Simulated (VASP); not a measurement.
A run of VASP 6.6.1 is set up as follows.

INCAR

```
SYSTEM = SnO
PREC = Accurate
ENCUT = 520
EDIFF = 1E-6
ISMEAR = 0
SIGMA = 0.05
LREAL = .False.
LASPH = .True.
NELM = 80
ALGO = Normal
ISIF = 2
LWAVE = .False.
LCHARG = .False.
NBANDS = 28
```

The input KPOINTS:

```
Automatic mesh
0
Gamma
  8 6 6
  0 0 0
```

The input POSCAR:

```
SnO
1.0
    3.3550050000      0.0000000000      0.0000000000
    0.0000000000      5.6741040000      0.0000000000
    0.0000000000      0.0000000000      4.2219700000
Sn O
2 2
Direct
   -0.0474213975      0.2038695024      0.5131440000
    0.5000000000      0.7680910000      0.0131440000
    0.0000000000      0.8912500000      0.7368570000
    0.5000000000      0.1087500000      0.2368570000
```

Potentials or basis: VASP PAW LDA potentials, release 64 (Sn_d, O).

Launch:

```sh
$ cat potpaw_LDA.64/Sn_d/POTCAR potpaw_LDA.64/O/POTCAR > POTCAR
$ mpirun -np 1 vasp_std > vasp.out
```

Problem. What does it give for the band gap on the k mesh?

Solution. 1.41 eV, indirect (least direct gap 1.94 eV).

Problem. What does it give for the largest force?

Solution. 2.286 eV/Å.

Stress tensor (GPa, compression positive):
```
-1.47  1.70  2.62
 1.70  2.29 -0.77
 2.62 -0.77  0.12
```

Caveat: the cell differs from its parent crystal (atom 1 (Sn) moved by (-0.225, +0.000) A along [1 1 0] and z); spin-orbit coupling is left out, which moves the levels of the heavy elements; forces of over 1 eV/Å act on the atoms, so gaps and moduli don't describe the material at rest. A k mesh can miss the band edges.
